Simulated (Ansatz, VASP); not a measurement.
**Co in VASP and in Ansatz**

```
CELL_PARAMETERS angstrom
-1.38684 1.38684 1.38684
1.38684 -1.38684 1.38684
1.38684 1.38684 -1.38684
ATOMIC_POSITIONS crystal
Co 0.00000 0.00000 0.00000
```

Alike in both runs: task single point; functional PBE; k mesh 18 × 18 × 18; occupations fermi-dirac, width 0.05 eV; collinear spin.

|  | VASP | Ansatz |
| --- | --- | --- |
| version | VASP 6.6.1 | Ansatz 0.2.0 |
| potentials or method | VASP PAW PBE potentials, release 64 (Co), cutoff 520 eV | plane waves (420 eV) with PAW, scalar-relativistic |
| valence electrons in the cell | 9 | 17 |

```csv
,VASP,Ansatz,Ansatz less VASP
pressure (GPa),7.5,8.5,+0.97
net moment per atom (μB),1.70,1.71,+0.010
size of the moment on the site where the two differ most (μB),1.72,1.77,+0.057
```

Site moments also hang on the region over which each program counts them. VASP's potentials hold 9 valence electrons a cell and Ansatz's 17, so a difference there can come from the potentials and not from the codes.
